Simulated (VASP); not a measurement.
Here is a VASP 6.6.1 calculation.

Contents of INCAR:

```
SYSTEM = Ru
  PREC = Accurate
  ENCUT = 500
  EDIFF = 1E-6
  ISMEAR = 0
  SIGMA = 0.1
  LREAL = .FALSE.
  LASPH = .TRUE.
  NELM = 120
  ALGO = Normal
  ISIF = 2
  LWAVE = .FALSE.
  LCHARG = .FALSE.
  GGA = PS
  NBANDS = 36
  GGA_COMPAT = .FALSE.
```

Contents of KPOINTS:

```
Automatic mesh
0
G
  21 21 6
  0 0 0
```

Contents of POSCAR:

```
Ru
1.0
    2.6766365357      0.0000000000      0.0000000000
   -1.3383182678      2.3180352366      0.0000000000
    0.0000000000      0.0000000000      8.6178683110
Ru
4
Direct
    0.0000000000      0.0000000000      0.0000000000
    0.0000000000      0.0000000000      0.5000000000
    0.3333333333      0.6666666667      0.7500000000
    0.6666666667      0.3333333333      0.2500000000
```

Potentials or basis: VASP PAW PBE potentials, release 64 (Ru_pv).

The run is started by

```sh
$ cat potpaw_PBE.64/Ru_pv/POTCAR > POTCAR
$ mpirun -np 1 vasp_std > vasp.out
```

Problem. Predict the band gap on the k mesh.

Solution. Zero (bands 28 and 29 overlap by 3.01 eV).

Problem. Predict the pressure.

Solution. -0.1 GPa.

Caveat: the PAW data sets were made with another functional, which shifts forces and pressure a little.
